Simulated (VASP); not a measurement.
# NbP in VASP: a series of runs, part 2 of 3

VASP 6.6.1. Earlier steps stand in the parts before.

## Step 4: Single point, PBE (uniaxial strain along a: -1.0 %)

Input file INCAR:

```
SYSTEM = NbP
PREC     = Accurate       ! precision mode
ENCUT    = 520            ! plane-wave cutoff, eV
EDIFF    = 1E-6           ! SCF threshold, eV
ISMEAR   = 0              ! smearing method
SIGMA    = 0.1            ! smearing width, eV
LREAL    = .FALSE.        ! projectors in reciprocal space
LASPH    = .TRUE.         ! aspherical terms in the spheres
NELM     = 100            ! most SCF steps
ALGO     = Normal         ! electronic algorithm
ISIF     = 2              ! what is computed and relaxed
LWAVE    = .FALSE.        ! write WAVECAR
LCHARG   = .FALSE.        ! write CHGCAR
GGA      = PE             ! functional
NBANDS   = 46             ! bands
```

Input file KPOINTS:

```
Automatic mesh
0
G
  10 10 4
  0 0 0
```

Input file POSCAR:

```
NbP
1.0
    3.3135763757      0.0000000000      0.0000000000
    0.0000000000      3.3554144613      0.0000000000
    0.0000000000      0.0000000000     11.4565343816
Nb P
4 4
Direct
    0.5000000000      0.5000000000      0.0000346828
    0.0000000000      0.5000000000      0.7500346828
    0.0000000000      0.0000000000      0.5000346828
    0.5000000000      0.0000000000      0.2500346828
    0.0000000000      0.0000000000      0.0825938922
    0.5000000000      0.0000000000      0.8325938922
    0.5000000000      0.5000000000      0.5825938922
    0.0000000000      0.5000000000      0.3325938922
```

Potentials or basis: VASP PAW PBE potentials, release 64 (Nb_sv, P).

Started as:

```console
$ cat potpaw_PBE.64/Nb_sv/POTCAR potpaw_PBE.64/P/POTCAR > POTCAR
$ mpirun -np 1 vasp_std > vasp.out
```

OUTCAR:

```text
SYSTEM = NbP
   PREC = Accurate
   ENCUT = 520
   EDIFF = 1E-6
   ISMEAR = 0
   LREAL = .FALSE.
   LASPH = .TRUE.
   NELM = 100
   ISIF = 2
   GGA = PE

 ion  position               nearest neighbor table
   1  0.500  0.500  0.000-   5 2.54   5 2.54   5 2.54   5 2.54   6 2.55   6 2.55
   2  0.000  0.500  0.750-   7 2.53   7 2.53   6 2.54   6 2.54   6 2.54   6 2.54
   3  0.000  0.000  0.500-   7 2.54   7 2.54   7 2.54   7 2.54   8 2.55   8 2.55
   4  0.500  0.000  0.250-   5 2.53   5 2.53   8 2.54   8 2.54   8 2.54   8 2.54
   5  0.000  0.000  0.083-   4 2.53   4 2.53   1 2.54   1 2.54   1 2.54   1 2.54
   6  0.500  0.000  0.833-   2 2.54   2 2.54   2 2.54   2 2.54   1 2.55   1 2.55
   7  0.500  0.500  0.583-   2 2.53   2 2.53   3 2.54   3 2.54   3 2.54   3 2.54
   8  0.000  0.500  0.333-   4 2.54   4 2.54   4 2.54   4 2.54   3 2.55   3 2.55

  LATTYP: Found a simple orthorhombic cell.
 ALAT       =     3.3135763757
 B/A-ratio  =     1.0126262626
 C/A-ratio  =     3.4574529399

  Lattice vectors:

 A1 = (   3.3135763757,   0.0000000000,   0.0000000000)
 A2 = (   0.0000000000,   3.3554144613,   0.0000000000)
 A3 = (   0.0000000000,   0.0000000000,  11.4565343816)

Analysis of symmetry for initial positions (statically):
=====================================================================
 Subroutine PRICEL returns following result:

  LATTYP: Found a body centered orthorhombic cell.
 ALAT       =     3.3135763757
 B/A-ratio  =     1.0126262626
 C/A-ratio  =     3.4574529399

  Lattice vectors:

 A1 = (  -1.6567881879,   1.6777072306,   5.7282671908)
 A2 = (   1.6567881878,  -1.6777072306,   5.7282671908)
 A3 = (   1.6567881879,   1.6777072307,  -5.7282671908)

   2 primitive cells build up your supercell.

 Routine SETGRP: Setting up the symmetry group for a
 simple orthorhombic supercell.

 Subroutine GETGRP returns: Found  4 space group operations
 (whereof  4 operations were pure point group operations)
 out of a pool of  8 trial point group operations.

The static configuration has the point symmetry C_2v.

Analysis of symmetry for dynamics (positions and initial velocities):
=====================================================================
 Subroutine PRICEL returns following result:

  LATTYP: Found a body centered orthorhombic cell.
 ALAT       =     3.3135763757
 B/A-ratio  =     1.0126262626
 C/A-ratio  =     3.4574529399

  Lattice vectors:

 A1 = (  -1.6567881879,   1.6777072306,   5.7282671908)
 A2 = (   1.6567881878,  -1.6777072306,   5.7282671908)
 A3 = (   1.6567881879,   1.6777072307,  -5.7282671908)

   2 primitive cells build up your supercell.

 Routine SETGRP: Setting up the symmetry group for a
 simple orthorhombic supercell.

 Subroutine GETGRP returns: Found  4 space group operations
 (whereof  4 operations were pure point group operations)
 out of a pool of  8 trial point group operations.

The dynamic configuration has the point symmetry C_2v.

 Subroutine INISYM returns: Found  4 space group operations
 (whereof  4 operations are pure point group operations),
 and found     2 'primitive' translations

[... 57 lines left out ...]
  0.200000  0.000000  0.000000      2.000000
  0.300000  0.000000  0.000000      2.000000
  0.400000  0.000000  0.000000      2.000000
  0.500000  0.000000  0.000000      1.000000
[... 16 lines left out ...]
  0.400000  0.300000  0.000000      4.000000
  0.500000  0.300000  0.000000      2.000000
 [... further k-points ...]
   k-points           NKPTS =    108   k-points in BZ     NKDIM =    108   number of bands    NBANDS=     46
   number of dos      NEDOS =    301   number of ions     NIONS =      8
   total plane-waves  NPLWV =  70560
   dimension x,y,z NGX =    28 NGY =   28 NGZ =   90
   dimension x,y,z NGXF=    56 NGYF=   56 NGZF=  180
   ions per type =               4   4
   NGX,Y,Z   is equivalent  to a cutoff of  14.05, 13.87, 13.06 a.u.
   NGXF,Y,Z  is equivalent  to a cutoff of  28.10, 27.75, 26.12 a.u.
 SYSTEM =  NbP
   PREC   = accura    normal or accurate (medium, high low for compatibility)
   ISTART =      0    job   : 0-new  1-cont  2-samecut
   ICHARG =      2    charge: 1-file 2-atom 10-const
   ISPIN  =      1    spin polarized calculation?
   LNONCOLLINEAR =      F non collinear calculations
   LSORBIT =      F    spin-orbit coupling
   LASPH  =      T    aspherical Exc in radial PAW
   ENCUT  =  520.0 eV  38.22 Ry    6.18 a.u.   6.16  6.24 21.30*2*pi/ulx,y,z
   NELM   =    100;   NELMIN=  2; NELMDL= -5     # of ELM steps
   EDIFF  = 0.1E-05   stopping-criterion for ELM
   LREAL  =      F    real-space projection
   EDIFFG = 0.1E-04   stopping-criterion for IOM
   NSW    =      0    number of steps for IOM
   IBRION =     -1    ionic relax: 0-MD 1-quasi-New 2-CG
   NFREE  =      0    steps in history (QN), initial steepest desc. (CG)
   ISIF   =      2    stress and relaxation
   ISYM   =      2    0-nonsym 1-usesym 2-fastsym
   POTIM  = 0.5000    time-step for ionic-motion
   TEBEG  =    0.0;   TEEND  =   0.0 temperature during run
   PSTRESS=    0.0 pullay stress
   NELECT =      72.0000    total number of electrons
   NUPDOWN=      -1.0000    fix difference up-down
   EMIN   =  10.00;   EMAX   =-10.00  energy-range for DOS
   EFERMI =   0.00;   METHOD = LEGACY
   ISMEAR =     0;   SIGMA  =   0.10  broadening in eV -4-tet -1-fermi 0-gaus
   EFERMI_NEDOS =   21; number of points for ismear=-14 and -15
   IALGO  =     38    algorithm
   IMIX   =      4    mixing-type and parameters
     AMIX     =   0.40;   BMIX     =  1.00
     AMIX_MAG =   1.60;   BMIX_MAG =  1.00
  volume/ion in A,a.u.               =      15.92       107.45
  Fermi-wavevector in a.u.,A,eV,Ry     =   1.353589  2.557913 24.928642  1.832204
  Thomas-Fermi vector in A             =   2.480832
   LORBIT       =      0    0 simple, 1 ext, 2 COOP (PROOUT), +10 PAW based schemes
   GGA     = PE    functional components
   LHFCALC =     F    Hartree Fock is set to
   AEXX    =    0.0000 exact exchange contribution
   IVDW    =     0    specifies the selected vdW correction
   LEPSILON=     F    determine dielectric tensor
   LRPA    =     F    only Hartree local field effects (RPA)
 non-spin polarized calculation
 Gauss-broadening in eV      SIGMA  =   0.10
  energy-cutoff  :      520.00
  volume of cell :      127.38
 maximum number of plane-waves:      3460
 NGX is ok and might be reduce to    28
   NGX = 13   NGY = 13   NGZ = 43

 number of electron      71.9999994 magnetization

 Free energy of the ion-electron system (eV)
  ---------------------------------------------------
  ext. energy  EPLUGINS =         0.00000000
  ---------------------------------------------------
  free energy    TOTEN  =       -70.62121997 eV

  energy without entropy =      -70.61380431  energy(sigma->0) =      -70.61751214

 E-fermi :  10.7034     XC(G=0): -12.0431

 val. band max:       10.6948484453   @ k =   0.3000   0.0000   0.5000
 cond. band min:      10.7139370521   @ k =   0.2000   0.0000   0.2500
 fundamental gap:      0.0190886068
 Fermi energy:        10.7033804902

 k-point     1 :       0.0000    0.0000    0.0000
  band No.  band energies     occupation
      1     -44.2127      2.00000
      2     -44.2004      2.00000
      3     -44.1828      2.00000
      4     -44.1705      2.00000
      5     -20.4841      2.00000
      6     -20.2975      2.00000
[... 1165 lines left out ...]
     45      14.6746      0.00000
     46      14.6849      0.00000

 [... further k-points ...]

------------------------ aborting loop because EDIFF is reached ----------------------------------------

  FORCE on cell =-STRESS in cart. coord.  units (eV):
  Direction    XX          YY          ZZ          XY          YZ          ZX
  --------------------------------------------------------------------------------------
  -------------------------------------------------------------------------------------
  Total        1.7975296     -0.0355741      0.0241475      0.0000000      0.0000000      0.0000000
  in kB       22.6094609     -0.4474537      0.3037292      0.0000000      0.0000000      0.0000000
  external PRESSURE =       7.4885788 kB  Pullay stress =       0.0000000 kB

 VOLUME and BASIS-vectors are now :
 -----------------------------------------------------------------------------
  energy-cutoff  :      520.00
  volume of cell :      127.38
      direct lattice vectors                 reciprocal lattice vectors
     3.313576376  0.000000000  0.000000000     0.301788728  0.000000000  0.000000000
     0.000000000  3.355414461  0.000000000     0.000000000  0.298025776  0.000000000
     0.000000000  0.000000000 11.456534382     0.000000000  0.000000000  0.087286431

 POSITION                                       TOTAL-FORCE (eV/Angst)
 -----------------------------------------------------------------------------------
      1.65679      1.67771      0.00040         0.000000      0.000000     -0.087834
      0.00000      1.67771      8.59280        -0.000000     -0.000000      0.006361
      0.00000      0.00000      5.72866         0.000000      0.000000     -0.087834
      1.65679      0.00000      2.86453         0.000000      0.000000      0.006361
      0.00000      0.00000      0.94624        -0.000000      0.000000      0.001760
      1.65679      0.00000      9.53864        -0.000000      0.000000      0.079713
      1.65679      1.67771      6.67451        -0.000000     -0.000000      0.001760
      0.00000      1.67771      3.81037        -0.000000      0.000000      0.079713
 -----------------------------------------------------------------------------------
    total drift:                                0.000000     -0.000000      0.000556

  FREE ENERGIE OF THE ION-ELECTRON SYSTEM (eV)
  ---------------------------------------------------
  free  energy   TOTEN  =       -70.6212199720 eV

  energy  without entropy=      -70.6138043089  energy(sigma->0) =      -70.61751214
```

Wall time 8.2 min (1 thread of AMD EPYC 9R45 (Zen 5), shared host); peak memory 0.53 GiB.

Results:

| Property | Result |
| --- | --- |
| Free energy | -70.6212 eV |
| Pressure | 0.7 GPa |
| Largest force | 0.088 eV/Å |
| Band gap on the k mesh | zero (bands 36 and 37 overlap by 0.21 eV) |

Forces in eV/Å, atoms in the order of the input:
```
Nb   0.000  0.000 -0.088
Nb   0.000  0.000  0.006
Nb   0.000  0.000 -0.088
Nb   0.000  0.000  0.006
P    0.000  0.000  0.002
P    0.000  0.000  0.080
P    0.000  0.000  0.002
P    0.000  0.000  0.080
```

Caveat: the cell differs from its parent crystal (uniaxial strain along a: -1.0 %).

(Continued in part 3 of 3.)
